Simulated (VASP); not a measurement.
# CdF2 (Fm-3m) in VASP: notebook, part 2 of 2

VASP 6.6.1.

## 4. Vibrations by perturbation theory, PBEsol

This run uses another cell than the first one, of 12.29 Å³/atom.

INCAR reads:

```
PREC = Accurate
ENCUT = 520
EDIFF = 1E-8
ISMEAR = 0
SIGMA = 0.01
LREAL = F
LASPH = T
NELM = 80
ALGO = Normal
ISIF = 2
LWAVE = F
LCHARG = T
GGA = PS
IBRION = 8
NSW = 1
```

KPOINTS reads:

```
Automatic mesh
0
Gamma
  8 8 8
```

POSCAR reads:

```
CdF2
1.0
    2.6418644738      2.6418644738      0.0000000000
   -2.6418644738      2.6418644738      0.0000000000
    0.0000000000      2.6418644738      2.6418644738
Cd F
1 2
Direct
    0.0000000000      0.0000000000      0.0000000000
    0.2500000000      0.7500000000      0.5000000000
    0.7500000000      0.2500000000      0.5000000000
```

Potentials or basis: VASP PAW PBE potentials, release 64 (Cd, F).

Command:

```console
$ cat potpaw_PBE.64/Cd/POTCAR potpaw_PBE.64/F/POTCAR > POTCAR
$ mpirun -np 1 vasp_std > vasp.out
```

OUTCAR:

```text
PREC = Accurate
   ENCUT = 520
   EDIFF = 1E-8
   ISMEAR = 0
   LREAL = F
   LASPH = T
   NELM = 80
   ISIF = 2
   GGA = PS
   IBRION = 8
   NSW = 1

 ion  position               nearest neighbor table
   1  0.000  0.000  0.000-   3 2.29   2 2.29   2 2.29   3 2.29   2 2.29   3 2.29   3 2.29   2 2.29

   2  0.250  0.750  0.500-   1 2.29   1 2.29   1 2.29   1 2.29
   3  0.750  0.250  0.500-   1 2.29   1 2.29   1 2.29   1 2.29

  LATTYP: Found a face centered cubic cell.
 ALAT       =     5.2837289476

  Lattice vectors:

 A1 = (   0.0000000000,   2.6418644738,   2.6418644738)
 A2 = (   2.6418644738,   0.0000000000,   2.6418644738)
 A3 = (   2.6418644738,   2.6418644738,   0.0000000000)

Analysis of symmetry for initial positions (statically):
=====================================================================
 Subroutine PRICEL returns:
 Original cell was already a primitive cell.

 Routine SETGRP: Setting up the symmetry group for a
 face centered cubic supercell.

 Subroutine GETGRP returns: Found 48 space group operations
 (whereof 48 operations were pure point group operations)
 out of a pool of 48 trial point group operations.

The static configuration has the point symmetry O_h .

Analysis of symmetry for dynamics (positions and initial velocities):
=====================================================================
 Subroutine PRICEL returns:
 Original cell was already a primitive cell.

 Routine SETGRP: Setting up the symmetry group for a
 face centered cubic supercell.

[... 681 lines left out ...]

------------------------ aborting loop because EDIFF is reached ----------------------------------------

[... ionic steps 5 to 6 ...]

--------------------------------------- Ionic step        7  -------------------------------------------

 Free energy of the ion-electron system (eV)
  ---------------------------------------------------
  ---------------------------------------------------
  free energy    TOTEN  =        -0.53172749 eV

  energy without entropy =       -0.53172749

------------------------ aborting loop because EDIFF is reached ----------------------------------------

 INTERNAL STRAIN TENSOR  FOR ION    2  DIRECTION 1   (eV/Angst):
 -----------------------------------------------------------------------------
    -0.00596  0.00000  0.00000
     0.00000  0.00385 -3.85909
     0.00000 -3.85909  0.00385

 INTERNAL STRAIN TENSOR FOR ION    3 for displacements in x,y,z  (eV/Angst):
          X           Y           Z          XY          YZ          ZX
  --------------------------------------------------------------------------------
  x     0.00000     0.00000     0.00000     0.00000     3.85909     0.00000
  y     0.00000     0.00000     0.00000     0.00000     0.00000     3.85909
  z     0.00000     0.00000     0.00000     3.85909     0.00000    -0.00000

 SECOND DERIVATIVES (NOT SYMMETRIZED)
 ------------------------------------
               1X          1Y          1Z          2X          2Y          2Z          3X          3Y          3Z
  1X    -7.363271    0.000000    0.000000    3.681636    0.000000   -0.000000    3.681636    0.000000   -0.000000
  1Y     0.000000   -7.363271    0.000000   -0.000000    3.681636    0.000000   -0.000000    3.681636    0.000000
  1Z     0.000000    0.000000   -7.363271   -0.000000    0.000000    3.681636   -0.000000    0.000000    3.681636
  2X     3.731095   -0.000000    0.000000   -5.964597    0.000000   -0.000000    2.233501    0.000000   -0.000000
  2Y     0.000000    3.731095   -0.000000   -0.000000   -5.964597    0.000000   -0.000000    2.233501    0.000000
  2Z    -0.000000   -0.000000    3.731095    0.000000    0.000000   -5.964597    0.000000    0.000000    2.233501
  3X     3.731095   -0.000000    0.000000    2.233501    0.000000   -0.000000   -5.964597    0.000000   -0.000000
  3Y     0.000000    3.731095   -0.000000   -0.000000    2.233501    0.000000   -0.000000   -5.964597    0.000000
  3Z    -0.000000   -0.000000    3.731095    0.000000    0.000000    2.233501    0.000000    0.000000   -5.964597

 Eigenvectors and eigenvalues of the dynamical matrix
 ----------------------------------------------------

   1 f  =   10.269595 THz    64.525771 2PiTHz  342.556833 cm-1    42.471615 meV
             X         Y         Z           dx          dy          dz
      0.000000  0.000000  0.000000    -0.000000   -0.000000   -0.000000
     -1.320932  3.962797  1.320932     0.681735    0.187717   -0.000000
      1.320932  3.962797  1.320932    -0.681735   -0.187717    0.000000
[... 43 lines left out ...]
   9 f/i=    0.023119 THz     0.145258 2PiTHz    0.771150 cm-1     0.095610 meV
             X         Y         Z           dx          dy          dz
      0.000000  0.000000  0.000000    -0.232991   -0.390339    0.737046
     -1.320932  3.962797  1.320932    -0.095147   -0.159404    0.300989
      1.320932  3.962797  1.320932    -0.095147   -0.159404    0.300989

--------------------------------------------------------------------------------------------------------

 ELASTIC MODULI CONTR FROM IONIC RELAXATION (kBar)
 Direction    XX          YY          ZZ          XY          YZ          ZX
 --------------------------------------------------------------------------------
 XX           0.0000      0.0000      0.0000      0.0000      0.0000      0.0000
 YY           0.0000      0.0000      0.0000      0.0000      0.0000      0.0000
 ZZ           0.0000      0.0000      0.0000      0.0000      0.0000      0.0000
 XY           0.0000      0.0000      0.0000   -157.8471     -0.0000     -0.0000
 YZ           0.0000      0.0000      0.0000     -0.0000   -157.8471      0.0000
 ZX           0.0000      0.0000      0.0000     -0.0000      0.0000   -157.8471
 --------------------------------------------------------------------------------
```

stdout:

```text
POSCAR found type information on POSCAR CdF
 POSCAR found :  2 types and       3 ions
 scaLAPACK will be used
 -----------------------------------------------------------------------------
|                                                                             |
|                                                                             |
|     You enforced a specific xc type in the INCAR file but a different       |
|     I HOPE YOU KNOW WHAT YOU ARE DOING!                                     |
|                                                                             |
 -----------------------------------------------------------------------------

 LDA part: xc-table for (Slater+PW92), standard interpolation
 POSCAR, INCAR and KPOINTS ok, starting setup
 FFT: planning ... GRIDC
 FFT: planning ... GRID_SOFT
 FFT: planning ... GRID
 WAVECAR not read
 entering main loop
 Linear response reoptimize wavefunctions to high precision
 Linear response DOF=           2
 Linear response progress:
 first order change of Fermi-energy   0.33233E-04
 force on displaced ion       1 direction 1 :  -7.363  -0.000   0.000
 Linear response progress:
 first order change of Fermi-energy   0.14063E-04
 force on displaced ion       2 direction 1 :  -5.965   0.000  -0.000
 Linear response finished
```

Wall time 97 s (1 thread of Intel Xeon Platinum 8375C at 2.90GHz (Ice Lake), shared host); peak memory 0.26 GiB.

Results:

```
Highest phonon frequency at Γ, LO-TO splitting left out : 343 cm⁻¹
```

Phonon frequencies in cm⁻¹ (negative: imaginary):
| q point | frequencies |
| --- | --- |
| (0.000, 0.000, 0.000) | -1 -1 -1 267 267 267 343 343 343 |

Caveat: the cell stands under pressure or tension, which shifts response properties; the PAW data sets were made with another functional, which shifts forces and pressure a little.

## 5. Vibrations by perturbation theory, PBEsol

This run uses another cell than the first one, of 12.57 Å³/atom.

INCAR reads:

```
SYSTEM = CdF2
ALGO = Normal ; EDIFF = 1E-8
ENCUT = 520 ; GGA = PS
IBRION = 8 ; ISIF = 2
ISMEAR = 0 ; LASPH = .True.
LCHARG = .False. ; LREAL = .False.
LWAVE = .False. ; NELM = 80
NSW = 1 ; PREC = Accurate
SIGMA = 0.01
```

KPOINTS reads:

```
k-points
0
Gamma
  8 8 8
  0 0 0
```

POSCAR reads:

```
CdF2
1.0
    2.6616624146      2.6616624146      0.0000000000
   -2.6616624146      2.6616624146      0.0000000000
    0.0000000000      2.6616624146      2.6616624146
Cd F
1 2
Direct
    0.0000000000      0.0000000000      0.0000000000
    0.2500000000      0.7500000000      0.5000000000
    0.7500000000      0.2500000000      0.5000000000
```

Potentials or basis: VASP PAW PBE potentials, release 64 (Cd, F).

Command:

```console
$ cat potpaw_PBE.64/Cd/POTCAR potpaw_PBE.64/F/POTCAR > POTCAR
$ mpirun -np 1 vasp_std > vasp.out
```

OUTCAR:

```text
SYSTEM = CdF2
   EDIFF = 1E-8
   ENCUT = 520
   GGA = PS
   IBRION = 8
   ISIF = 2
   ISMEAR = 0
   LASPH = .True.
   LREAL = .False.
   NELM = 80
   NSW = 1
   PREC = Accurate

 ion  position               nearest neighbor table
   1  0.000  0.000  0.000-   3 2.31   2 2.31   2 2.31   3 2.31   2 2.31   3 2.31   3 2.31   2 2.31

   2  0.250  0.750  0.500-   1 2.31   1 2.31   1 2.31   1 2.31
   3  0.750  0.250  0.500-   1 2.31   1 2.31   1 2.31   1 2.31

  LATTYP: Found a face centered cubic cell.
 ALAT       =     5.3233248292

  Lattice vectors:

 A1 = (   0.0000000000,   2.6616624146,   2.6616624146)
 A2 = (   2.6616624146,   0.0000000000,   2.6616624146)
 A3 = (   2.6616624146,   2.6616624146,   0.0000000000)

Analysis of symmetry for initial positions (statically):
=====================================================================
 Subroutine PRICEL returns:
 Original cell was already a primitive cell.

 Routine SETGRP: Setting up the symmetry group for a
 face centered cubic supercell.

 Subroutine GETGRP returns: Found 48 space group operations
 (whereof 48 operations were pure point group operations)
 out of a pool of 48 trial point group operations.

The static configuration has the point symmetry O_h .

Analysis of symmetry for dynamics (positions and initial velocities):
=====================================================================
 Subroutine PRICEL returns:
 Original cell was already a primitive cell.

 Routine SETGRP: Setting up the symmetry group for a
 face centered cubic supercell.

 Subroutine GETGRP returns: Found 48 space group operations
 (whereof 48 operations were pure point group operations)
 out of a pool of 48 trial point group operations.

The dynamic configuration has the point symmetry O_h .

 Subroutine INISYM returns: Found 48 space group operations
 (whereof 48 operations are pure point group operations),
 and found     1 'primitive' translations

----------------------------------------------------------------------------------------

                                     Primitive cell

  volume of cell :      37.7128

  direct lattice vectors                    reciprocal lattice vectors
     2.661662415  2.661662415  0.000000000     0.187852523  0.187852523 -0.187852523
    -2.661662415  2.661662415  0.000000000    -0.187852523  0.187852523 -0.187852523
     0.000000000  2.661662415  2.661662415     0.000000000  0.000000000  0.375705046

  length of vectors
     3.764159085  3.764159085  3.764159085     0.325370114  0.325370114  0.375705046

[... 143 lines left out ...]
      3      -6.9205      2.00000
      4      -6.9205      2.00000
      5      -6.9205      2.00000
      6      -5.5006      2.00000
[... 457 lines left out ...]
      4      -6.2788      2.00000
      5      -5.6094      2.00000
      6      -5.5586      2.00000
[... 9 lines left out ...]
     16      11.8917      0.00000
     17      12.8606      0.00000

 [... further k-points ...]
[... 5 lines left out ...]
  --------------------------------------------------------------------------------------
  -------------------------------------------------------------------------------------
  Total        1.1615449      1.1615449      1.1615449      0.0000000     -0.0000000     -0.0000000
  in kB       49.3466482     49.3466482     49.3466482      0.0000000     -0.0000000     -0.0000000
  external PRESSURE =      49.3466482 kB  Pullay stress =       0.0000000 kB

 VOLUME and BASIS-vectors are now :
 -----------------------------------------------------------------------------
  energy-cutoff  :      520.00
  volume of cell :       37.71
      direct lattice vectors                 reciprocal lattice vectors
     2.661662415  2.661662415  0.000000000     0.187852523  0.187852523 -0.187852523
    -2.661662415  2.661662415  0.000000000    -0.187852523  0.187852523 -0.187852523
     0.000000000  2.661662415  2.661662415     0.000000000  0.000000000  0.375705046

 POSITION                                       TOTAL-FORCE (eV/Angst)
 -----------------------------------------------------------------------------------
      0.00000      0.00000      0.00000        -0.000000     -0.000000      0.000000
     -1.33083      3.99249      1.33083        -0.000000      0.000000      0.000000
      1.33083      3.99249      1.33083         0.000000     -0.000000     -0.000000
 -----------------------------------------------------------------------------------
    total drift:                                0.000000      0.000000     -0.000000

  FREE ENERGIE OF THE ION-ELECTRON SYSTEM (eV)
  ---------------------------------------------------
  free  energy   TOTEN  =       -11.5666714772 eV

  energy  without entropy=      -11.5666714772  energy(sigma->0) =      -11.56667148

[... ionic steps 2 to 3 ...]

--------------------------------------- Ionic step        4  -------------------------------------------

------------------------ aborting loop because EDIFF is reached ----------------------------------------

[... ionic steps 5 to 6 ...]

--------------------------------------- Ionic step        7  -------------------------------------------

 Free energy of the ion-electron system (eV)
  ---------------------------------------------------
  ---------------------------------------------------
  free energy    TOTEN  =        -0.53196492 eV

  energy without entropy =       -0.53196492

------------------------ aborting loop because EDIFF is reached ----------------------------------------

 INTERNAL STRAIN TENSOR  FOR ION    2  DIRECTION 1   (eV/Angst):
 -----------------------------------------------------------------------------
    -0.00687  0.00000  0.00000
     0.00000  0.00349 -3.16001
     0.00000 -3.16001  0.00349

 INTERNAL STRAIN TENSOR FOR ION    3 for displacements in x,y,z  (eV/Angst):
          X           Y           Z          XY          YZ          ZX
  --------------------------------------------------------------------------------
  x     0.00000     0.00000     0.00000     0.00000     3.16001    -0.00000
  y     0.00000     0.00000     0.00000    -0.00000     0.00000     3.16001
  z     0.00000     0.00000     0.00000     3.16001    -0.00000    -0.00000

 SECOND DERIVATIVES (NOT SYMMETRIZED)
 ------------------------------------
               1X          1Y          1Z          2X          2Y          2Z          3X          3Y          3Z
  1X    -6.577583    0.000000    0.000000    3.288792    0.000000    0.000000    3.288792   -0.000000   -0.000000
  1Y     0.000000   -6.577583    0.000000    0.000000    3.288792    0.000000   -0.000000    3.288792   -0.000000
  1Z     0.000000    0.000000   -6.577583    0.000000    0.000000    3.288792   -0.000000   -0.000000    3.288792
  2X     3.288844    0.000000    0.000000   -5.389628    0.000000    0.000000    2.100784   -0.000000    0.000000
  2Y     0.000000    3.288844    0.000000    0.000000   -5.389628    0.000000    0.000000    2.100784   -0.000000
  2Z     0.000000    0.000000    3.288844    0.000000    0.000000   -5.389628   -0.000000   -0.000000    2.100784
  3X     3.288844    0.000000    0.000000    2.100784   -0.000000    0.000000   -5.389628    0.000000    0.000000
  3Y     0.000000    3.288844    0.000000    0.000000    2.100784   -0.000000    0.000000   -5.389628    0.000000
  3Z     0.000000    0.000000    3.288844   -0.000000   -0.000000    2.100784    0.000000    0.000000   -5.389628

 Eigenvectors and eigenvalues of the dynamical matrix
 ----------------------------------------------------

   1 f  =    9.816341 THz    61.677887 2PiTHz  327.437877 cm-1    40.597104 meV
             X         Y         Z           dx          dy          dz
      0.000000  0.000000  0.000000    -0.000000    0.000000   -0.000000
     -1.330831  3.992494  1.330831    -0.368402    0.603556    0.000000
      1.330831  3.992494  1.330831     0.368402   -0.603556   -0.000000
[... 43 lines left out ...]
   9 f/i=    0.000026 THz     0.000163 2PiTHz    0.000865 cm-1     0.000107 meV
             X         Y         Z           dx          dy          dz
      0.000000  0.000000  0.000000    -0.864363   -0.016087    0.000000
     -1.330831  3.992494  1.330831    -0.355338   -0.006613    0.000000
      1.330831  3.992494  1.330831    -0.355338   -0.006613    0.000000

--------------------------------------------------------------------------------------------------------

 ELASTIC MODULI CONTR FROM IONIC RELAXATION (kBar)
 Direction    XX          YY          ZZ          XY          YZ          ZX
 --------------------------------------------------------------------------------
 XX           0.0000      0.0000      0.0000      0.0000      0.0000      0.0000
 YY           0.0000      0.0000      0.0000      0.0000      0.0000      0.0000
 ZZ           0.0000      0.0000      0.0000      0.0000      0.0000      0.0000
 XY           0.0000      0.0000      0.0000   -113.2723      0.0000      0.0000
 YZ           0.0000      0.0000      0.0000      0.0000   -113.2723     -0.0000
 ZX           0.0000      0.0000      0.0000      0.0000     -0.0000   -113.2723
 --------------------------------------------------------------------------------
```

Wall time 96 s (1 thread of Intel Xeon Platinum 8375C at 2.90GHz (Ice Lake), shared host); peak memory 0.27 GiB.

Results:

```
Highest phonon frequency at Γ, LO-TO splitting left out : 327 cm⁻¹
```

Phonon frequencies in cm⁻¹ (negative: imaginary):
```csv
q point,frequencies
"(0.000, 0.000, 0.000)",0 0 0 251 251 251 327 327 327
```

Caveat: the cell stands under pressure or tension, which shifts response properties; the PAW data sets were made with another functional, which shifts forces and pressure a little.
